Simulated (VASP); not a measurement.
Here is a VASP 6.6.1 calculation.

Contents of POSCAR:

```
NaCl
1.0
    4.5795615343      0.0000000000      0.0000000000
    0.0000000000      5.5772229718      0.0000000000
   -2.0934105244      0.0000000000      4.1422927297
Na Cl
2 2
Direct
    0.3303002175      0.7500000000      0.1727299337
    0.6696997825      0.2500000000      0.8272700663
    0.6713427262      0.7500000000      0.8241100717
    0.3286572738      0.2500000000      0.1758899283
```

Contents of INCAR.step1:

```
ALGO = Normal ; EDIFF = 1E-6
ENCUT = 520 ; GGA = PE
ISIF = 2 ; ISMEAR = 0
IVDW = 12 ; LASPH = True
LCHARG = True ; LREAL = False
LWAVE = False ; NBANDS = 22
NELM = 100 ; PREC = Accurate
SIGMA = 0.02
```

The input KPOINTS.step1:

```
k-points
0
Gamma
  6 4 6
```

File INCAR.step2:

```
ALGO = Normal ; EDIFF = 1E-6
ENCUT = 520 ; GGA = PE
ICHARG = 11 ; ISIF = 2
ISMEAR = -5 ; IVDW = 12
LASPH = True ; LCHARG = False
LORBIT = 10 ; LREAL = False
LWAVE = False ; NEDOS = 2001
NELM = 100 ; PREC = Accurate
SIGMA = 0.02
```

KPOINTS.step2

```
k-points
0
Gamma
  9 6 9
```

Potentials or basis: VASP PAW PBE potentials, release 64 (Na_pv, Cl).

The run is started by

```sh
$ cat potpaw_PBE.64/Na_pv/POTCAR potpaw_PBE.64/Cl/POTCAR > POTCAR
$ cp INCAR.step1 INCAR
$ cp KPOINTS.step1 KPOINTS
$ mpirun -np 1 vasp_std > vasp.out
$ cp INCAR.step2 INCAR
$ cp KPOINTS.step2 KPOINTS
$ mpirun -np 1 vasp_std > vasp.out
```

(1) What does it give for the dispersion energy per atom?

Answers

(1) -0.176 eV.
